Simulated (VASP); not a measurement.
# EuS (Fm-3m) in VASP: single point with PBE+D3(BJ)+U

Aim: the single point of EuS with PBE+D3(BJ)+U.

All numbers are computed with VASP 6.6.1; they aren't measurements. Logs are shortened: lines on timing, memory, paths and dates and some standing lists are left out, and cuts for length are marked.

### Step 1. The cell of the first run

Symmetry: Fm-3m, No. 225, cubic system. The conventional cell has a = 5.957 Å, b = 5.957 Å, c = 5.957 Å, α = 90.00°, β = 90.00°, γ = 90.00°. Within 3.9 Å of Eu (site symmetry m-3m) lie 6 S at 2.98 Å. S (site symmetry m-3m) has 6 Eu at 2.98 Å within 3.9 Å.

### Step 2. Single point, PBE+D3(BJ)+U, collinear spin, ferromagnetic start

INCAR reads:

```
SYSTEM = EuS
PREC = Accurate
ENCUT = 600
EDIFF = 1E-6
ISMEAR = 0
SIGMA = 0.05
LREAL = .FALSE.
LASPH = .TRUE.
NELM = 200
ALGO = Normal
ISIF = 2
LWAVE = .FALSE.
LCHARG = .TRUE.
ISPIN = 2
MAGMOM = 7 0
LORBIT = 11
LMAXMIX = 6
LDAU = .TRUE.
LDAUTYPE = 2
LDAUL = 3 -1
LDAUU = 6 0
LDAUJ = 0 0
LDAUPRINT = 1
GGA = PE
IVDW = 12
LELF = .TRUE.
LVHAR = .TRUE.
NBANDS = 22
GGA_COMPAT = .FALSE.
```

KPOINTS reads:

```
regular mesh
0
G
  8 8 8
  0 0 0
```

POSCAR reads:

```
EuS
1.0
    0.0000000000      2.9785018670      2.9785018670
    2.9785018670      0.0000000000      2.9785018670
    2.9785018670      2.9785018670      0.0000000000
Eu S
1 1
Direct
    0.5000000000      0.5000000000      0.5000000000
    0.0000000000      0.0000000000      0.0000000000
```

Potentials or basis: VASP PAW PBE potentials, release 64 (Eu, S).

The run is started by

```sh
cat potpaw_PBE.64/Eu/POTCAR potpaw_PBE.64/S/POTCAR > POTCAR
mpirun -np 1 vasp_std > vasp.out
```

OUTCAR:

```text
SYSTEM = EuS
   PREC = Accurate
   ENCUT = 600
   EDIFF = 1E-6
   ISMEAR = 0
   LREAL = .FALSE.
   LASPH = .TRUE.
   NELM = 200
   ISIF = 2
   ISPIN = 2
   LORBIT = 11
   GGA = PE
   IVDW = 12
 IVDW          = 12

 ion  position               nearest neighbor table
   1  0.500  0.500  0.500-   2 2.98   2 2.98   2 2.98   2 2.98   2 2.98   2 2.98
   2  0.000  0.000  0.000-   1 2.98   1 2.98   1 2.98   1 2.98   1 2.98   1 2.98

  LATTYP: Found a face centered cubic cell.
 ALAT       =     5.9570037340

  Lattice vectors:

 A1 = (   0.0000000000,   2.9785018670,   2.9785018670)
 A2 = (   2.9785018670,   0.0000000000,   2.9785018670)
 A3 = (   2.9785018670,   2.9785018670,   0.0000000000)

Analysis of symmetry for initial positions (statically):
=====================================================================
 Subroutine PRICEL returns:
 Original cell was already a primitive cell.

 Routine SETGRP: Setting up the symmetry group for a
 face centered cubic supercell.

 Subroutine GETGRP returns: Found 48 space group operations
 (whereof 48 operations were pure point group operations)
 out of a pool of 48 trial point group operations.

The static configuration has the point symmetry O_h .

Analysis of symmetry for dynamics (positions and initial velocities):
=====================================================================
 Subroutine PRICEL returns:
 Original cell was already a primitive cell.

 Routine SETGRP: Setting up the symmetry group for a
 face centered cubic supercell.

 Subroutine GETGRP returns: Found 48 space group operations
 (whereof 48 operations were pure point group operations)
 out of a pool of 48 trial point group operations.

The dynamic configuration has the point symmetry O_h .

Analysis of structural, dynamic, and magnetic symmetry:
=====================================================================
 Subroutine PRICEL returns:
 Original cell was already a primitive cell.

 Routine SETGRP: Setting up the symmetry group for a
 face centered cubic supercell.

 Subroutine GETGRP returns: Found 48 space group operations
 (whereof 48 operations were pure point group operations)
 out of a pool of 48 trial point group operations.

The overall configuration has the point symmetry O_h .

 Subroutine INISYM returns: Found 48 space group operations
 (whereof 48 operations are pure point group operations),
 and found     1 'primitive' translations

----------------------------------------------------------------------------------------

                                     Primitive cell

  volume of cell :      52.8474

  direct lattice vectors                    reciprocal lattice vectors
     0.000000000  2.978501867  2.978501867    -0.167869628  0.167869628  0.167869628
     2.978501867  0.000000000  2.978501867     0.167869628 -0.167869628  0.167869628
     2.978501867  2.978501867  0.000000000     0.167869628  0.167869628 -0.167869628

  length of vectors
     4.212237736  4.212237736  4.212237736     0.290758725  0.290758725  0.290758725

  position of ions in fractional coordinates (direct lattice)
     0.500000000  0.500000000  0.500000000
     0.000000000  0.000000000  0.000000000

  ion indices of the primitive-cell ions
   primitive index   ion index
                 1           1
                 2           2

----------------------------------------------------------------------------------------

 KPOINTS: regular mesh

Automatic generation of k-mesh.
 Grid dimensions read from file:
 generate k-points for:    8    8    8

 Generating k-lattice:
[... 63 lines left out ...]
   LREAL  =      F    real-space projection
   EDIFFG = 0.1E-04   stopping-criterion for IOM
   NSW    =      0    number of steps for IOM
   IBRION =     -1    ionic relax: 0-MD 1-quasi-New 2-CG
   NFREE  =      0    steps in history (QN), initial steepest desc. (CG)
   ISIF   =      2    stress and relaxation
   ISYM   =      2    0-nonsym 1-usesym 2-fastsym
   POTIM  = 0.5000    time-step for ionic-motion
   TEBEG  =    0.0;   TEEND  =   0.0 temperature during run
   PSTRESS=    0.0 pullay stress
   NELECT =      23.0000    total number of electrons
   NUPDOWN=      -1.0000    fix difference up-down
   EMIN   =  10.00;   EMAX   =-10.00  energy-range for DOS
   EFERMI =   0.00;   METHOD = LEGACY
   ISMEAR =     0;   SIGMA  =   0.05  broadening in eV -4-tet -1-fermi 0-gaus
   EFERMI_NEDOS =   21; number of points for ismear=-14 and -15
   IALGO  =     38    algorithm
   IMIX   =      4    mixing-type and parameters
     AMIX     =   0.40;   BMIX     =  1.00
     AMIX_MAG =   1.60;   BMIX_MAG =  1.00
  volume/ion in A,a.u.               =      26.42       178.32
  Fermi-wavevector in a.u.,A,eV,Ry     =   1.240632  2.344454 20.941641  1.539167
  Thomas-Fermi vector in A             =   2.375064
   LORBIT       =     11    0 simple, 1 ext, 2 COOP (PROOUT), +10 PAW based schemes
 LDA+U is selected, type is set to LDAUTYPE =  2
   angular momentum for each species LDAUL =     3   -1
   U (eV)           for each species LDAUU =   6.0  0.0
   J (eV)           for each species LDAUJ =   0.0  0.0
   GGA     = PE    functional components
   LHFCALC =     F    Hartree Fock is set to
   AEXX    =    0.0000 exact exchange contribution
   IVDW    =    12    specifies the selected vdW correction
   LEPSILON=     F    determine dielectric tensor
   LRPA    =     F    only Hartree local field effects (RPA)
 spin polarized calculation
 Gauss-broadening in eV      SIGMA  =   0.05
  energy-cutoff  :      600.00
  volume of cell :       52.85
 maximum number of plane-waves:      1807
 NGX is ok and might be reduce to    36
   NGX = 17   NGY = 17   NGZ = 17

atom =   1  type =  1  l = 3

 onsite density matrix

spin component  1

  0.9748  0.0000 -0.0010  0.0000  0.0000  0.0000  0.0000
  0.0000  0.9754  0.0000 -0.0000 -0.0000 -0.0000 -0.0000
 -0.0010  0.0000  0.9753 -0.0000 -0.0000 -0.0000 -0.0000
  0.0000 -0.0000 -0.0000  0.9740 -0.0000  0.0000 -0.0000
  0.0000 -0.0000 -0.0000 -0.0000  0.9753 -0.0000  0.0010
  0.0000 -0.0000 -0.0000  0.0000 -0.0000  0.9760 -0.0000
  0.0000 -0.0000 -0.0000 -0.0000  0.0010 -0.0000  0.9748

spin component  2

  0.0018 -0.0000  0.0009 -0.0000 -0.0000 -0.0000  0.0000
 -0.0000  0.0000  0.0000 -0.0000  0.0000 -0.0000  0.0000
  0.0009  0.0000  0.0014  0.0000 -0.0000  0.0000  0.0000
 -0.0000 -0.0000  0.0000  0.0025  0.0000 -0.0000  0.0000
 -0.0000  0.0000 -0.0000  0.0000  0.0014 -0.0000 -0.0009
 -0.0000 -0.0000  0.0000 -0.0000 -0.0000  0.0007  0.0000
  0.0000  0.0000  0.0000  0.0000 -0.0009  0.0000  0.0018

 occupancies and eigenvectors

  o =  0.0000  v =  0.0000  0.0000  0.0000  0.0000  0.0000  0.0000  0.0000  0.0000  1.0000 -0.0000 -0.0000 -0.0000  0.0000 -0.0000      0.0000  0.0000  0.0000  0.0000  0.0000  0.0000  0.0000  0.0000  0.0000  0.0000  0.0000  0.0000  0.0000  0.0000
  o =  0.0007  v =  0.0000  0.0000  0.0000  0.0000  0.0000  0.0000  0.0000  0.6124 -0.0000 -0.7906  0.0000  0.0012  0.0058  0.0009      0.0000  0.0000  0.0000  0.0000  0.0000  0.0000  0.0000  0.0000  0.0000  0.0000  0.0000  0.0000  0.0000  0.0000
  o =  0.0007  v =  0.0000  0.0000  0.0000  0.0000  0.0000  0.0000  0.0000 -0.0010  0.0000  0.0012 -0.0000  0.7906  0.0019  0.6124      0.0000  0.0000  0.0000  0.0000  0.0000  0.0000  0.0000  0.0000  0.0000  0.0000  0.0000  0.0000  0.0000  0.0000
  o =  0.0007  v =  0.0000  0.0000  0.0000  0.0000  0.0000  0.0000  0.0000 -0.0035 -0.0000  0.0046  0.0000 -0.0015  1.0000 -0.0012      0.0000  0.0000  0.0000  0.0000  0.0000  0.0000  0.0000  0.0000  0.0000  0.0000  0.0000  0.0000  0.0000  0.0000
  o =  0.0025  v =  0.0000  0.0000  0.0000  0.0000  0.0000  0.0000  0.0000 -0.7906  0.0000 -0.6124  0.0004 -0.0010 -0.0000  0.0013      0.0000  0.0000  0.0000  0.0000  0.0000  0.0000  0.0000  0.0000  0.0000  0.0000  0.0000  0.0000  0.0000  0.0000
  o =  0.0025  v =  0.0000  0.0000  0.0000  0.0000  0.0000  0.0000  0.0000  0.0013 -0.0000  0.0010 -0.0009 -0.6124  0.0000  0.7906      0.0000  0.0000  0.0000  0.0000  0.0000  0.0000  0.0000  0.0000  0.0000  0.0000  0.0000  0.0000  0.0000  0.0000
  o =  0.0025  v =  0.0000  0.0000  0.0000  0.0000  0.0000  0.0000  0.0000 -0.0003 -0.0000 -0.0002 -1.0000  0.0005  0.0000 -0.0007      0.0000  0.0000  0.0000  0.0000  0.0000  0.0000  0.0000  0.0000  0.0000  0.0000  0.0000  0.0000  0.0000  0.0000
  o =  0.9740  v =  0.0000  0.0000 -0.0000  0.0380 -0.6119 -0.0000  0.7900  0.0000  0.0000  0.0000  0.0000  0.0000  0.0000  0.0000      0.0000  0.0000  0.0000  0.0000  0.0000  0.0000  0.0000  0.0000  0.0000  0.0000  0.0000  0.0000  0.0000  0.0000
  o =  0.9740  v = -0.7906  0.0000 -0.6124  0.0000  0.0000  0.0000  0.0000  0.0000  0.0000  0.0000  0.0000  0.0000  0.0000  0.0000      0.0000  0.0000  0.0000  0.0000  0.0000  0.0000  0.0000  0.0000  0.0000  0.0000  0.0000  0.0000  0.0000  0.0000
  o =  0.9740  v =  0.0000 -0.0000  0.0000  0.9993  0.0233  0.0000 -0.0300  0.0000  0.0000  0.0000  0.0000  0.0000  0.0000  0.0000      0.0000  0.0000  0.0000  0.0000  0.0000  0.0000  0.0000  0.0000  0.0000  0.0000  0.0000  0.0000  0.0000  0.0000
  o =  0.9754  v =  0.0000 -1.0000 -0.0000 -0.0000 -0.0000 -0.0000 -0.0000  0.0000  0.0000  0.0000  0.0000  0.0000  0.0000  0.0000      0.0000  0.0000  0.0000  0.0000  0.0000  0.0000  0.0000  0.0000  0.0000  0.0000  0.0000  0.0000  0.0000  0.0000
  o =  0.9760  v =  0.0000 -0.0000  0.0000 -0.0000  0.0520  0.9978  0.0403  0.0000  0.0000  0.0000  0.0000  0.0000  0.0000  0.0000      0.0000  0.0000  0.0000  0.0000  0.0000  0.0000  0.0000  0.0000  0.0000  0.0000  0.0000  0.0000  0.0000  0.0000
  o =  0.9760  v = -0.6124 -0.0000  0.7906 -0.0000 -0.0000 -0.0000 -0.0000  0.0000  0.0000  0.0000  0.0000  0.0000  0.0000  0.0000      0.0000  0.0000  0.0000  0.0000  0.0000  0.0000  0.0000  0.0000  0.0000  0.0000  0.0000  0.0000  0.0000  0.0000
  o =  0.9760  v =  0.0000  0.0000 -0.0000  0.0000 -0.7889  0.0658 -0.6110  0.0000  0.0000  0.0000  0.0000  0.0000  0.0000  0.0000      0.0000  0.0000  0.0000  0.0000  0.0000  0.0000  0.0000  0.0000  0.0000  0.0000  0.0000  0.0000  0.0000  0.0000

 number of electron      22.9999997 magnetization       6.9999997

 Free energy of the ion-electron system (eV)
  ---------------------------------------------------
  ext. energy  EPLUGINS =         0.00000000
  ---------------------------------------------------
  free energy    TOTEN  =       -19.14215356 eV

  energy without entropy =      -19.14215356  energy(sigma->0) =      -19.14215356

 E-fermi :   3.4386     XC(G=0):  -9.5548

 val. band max:        3.2320898908   @ k =   0.0000   0.0000   0.0000
 cond. band min:       3.6518730182   @ k =   0.5000   0.5000   0.0000
 fundamental gap:      0.4197831274
 Fermi energy:         3.4385712565

 spin component 1

 k-point     1 :       0.0000    0.0000    0.0000
  band No.  band energies     occupation
      1     -36.3957      1.00000
      2     -15.2784      1.00000
      3     -15.2784      1.00000
      4     -15.2784      1.00000
      5      -9.1608      1.00000
      6       1.2569      1.00000
[... 1193 lines left out ...]
     21      13.3248      0.00000
     22      13.4835      0.00000

 [... further k-points ...]

------------------------ aborting loop because EDIFF is reached ----------------------------------------

 Edisp (eV)   -0.65924

 E8    (eV) :    -0.3113

  FORCE on cell =-STRESS in cart. coord.  units (eV):
  Direction    XX          YY          ZZ          XY          YZ          ZX
  --------------------------------------------------------------------------------------
  -------------------------------------------------------------------------------------
  Total      -0.34365    -0.34365    -0.34365    -0.00000    -0.00000     0.00000
  in kB     -10.41857   -10.41857   -10.41857    -0.00000    -0.00000     0.00000
  external pressure =      -10.42 kB  Pullay stress =        0.00 kB

 VOLUME and BASIS-vectors are now :
 -----------------------------------------------------------------------------
  energy-cutoff  :      600.00
  volume of cell :       52.85
      direct lattice vectors                 reciprocal lattice vectors
     0.000000000  2.978501867  2.978501867    -0.167869628  0.167869628  0.167869628
     2.978501867  0.000000000  2.978501867     0.167869628 -0.167869628  0.167869628
     2.978501867  2.978501867  0.000000000     0.167869628  0.167869628 -0.167869628

 POSITION                                       TOTAL-FORCE (eV/Angst)
 -----------------------------------------------------------------------------------
      2.97850      2.97850      2.97850         0.000000      0.000000      0.000000
      0.00000      0.00000      0.00000         0.000000      0.000000      0.000000
 -----------------------------------------------------------------------------------
    total drift:                                0.000000      0.000000      0.000000

  FREE ENERGIE OF THE ION-ELECTRON SYSTEM (eV)
  ---------------------------------------------------
  free  energy   TOTEN  =       -19.8013906763 eV

  energy  without entropy=      -19.8013906763  energy(sigma->0) =      -19.80139068

 total charge

# of ion       s       p       d       f       tot
--------------------------------------------------
    1        2.029   5.789   0.244   6.827  14.890
    2        1.317   2.451   0.000   0.000   3.768
--------------------------------------------------
tot          3.346   8.240   0.244   6.827  18.658

 magnetization (x)

# of ion       s       p       d       f       tot
--------------------------------------------------
    1       -0.016  -0.118   0.045   6.809   6.721
    2       -0.006  -0.056   0.000   0.000  -0.062
--------------------------------------------------
tot         -0.022  -0.174   0.045   6.809   6.659
```

It took 4.7 min on 1 thread of Intel Xeon 8259CL, shared host; peak memory 0.3 GiB.

Results:

| Item | Value |
| --- | --- |
| Free energy | -19.8014 eV |
| Pressure | -1.0 GPa |
| Band gap on the k mesh | 0.42 eV (least direct gap 0.69 eV) |
| Net moment | 7.00 μB per cell |
| Site moments | Eu +6.72; S -0.06 μB |
| Valence electrons inside the program's atomic spheres | Eu 14.89; S 3.77 |
| Dispersion energy per atom | -0.330 eV |

Levels at points of the mesh, in eV from the valence-band top:
Spin up:
```tsv
k point	band 11	band 12	band 13	band 14	band 15	band 16	band 17	band 18	band 19	band 20
(0.00, 0.00, 0.00)	-0.57	-0.57	0.00	0.00	0.00	2.04	2.35	2.35	2.35	3.23
(0.50, 0.00, 0.00)	-0.68	-0.60	-0.60	-0.58	-0.57	4.10	4.53	5.01	5.01	7.83
(0.50, 0.50, 0.00)	-0.62	-0.62	-0.59	-0.27	-0.27	0.42	4.40	4.46	5.85	6.09
```
Spin down:
```
           k point  band 4  band 5  band 6  band 7  band 8  band 9  band 10  band 11  band 12  band 13
(0.00, 0.00, 0.00)  -16.23  -12.40   -1.49   -1.49   -1.49    2.49     3.00     3.00     3.00     3.97
(0.50, 0.00, 0.00)  -16.27  -11.37   -4.08   -2.67   -2.67    4.25     5.21     5.99     5.99     7.47
(0.50, 0.50, 0.00)  -16.37  -12.07   -2.65   -1.86   -1.86    0.94     5.07     5.25     6.79     7.28
```

Eigenvalues of the final occupation matrices:
```tsv
site	spin	trace	eigenvalues
site 1 f	1	6.83	0.97 0.97 0.97 0.98 0.98 0.98 0.98
site 1 f	2	0.01	0.00 0.00 0.00 0.00 0.00 0.00 0.00
```

Caveat: three body term missing; spin-orbit coupling is left out, which moves the levels of the heavy elements; a cell with one magnetic atom can't hold antiferromagnetic order, which such compounds often take. A k mesh can miss the band edges.
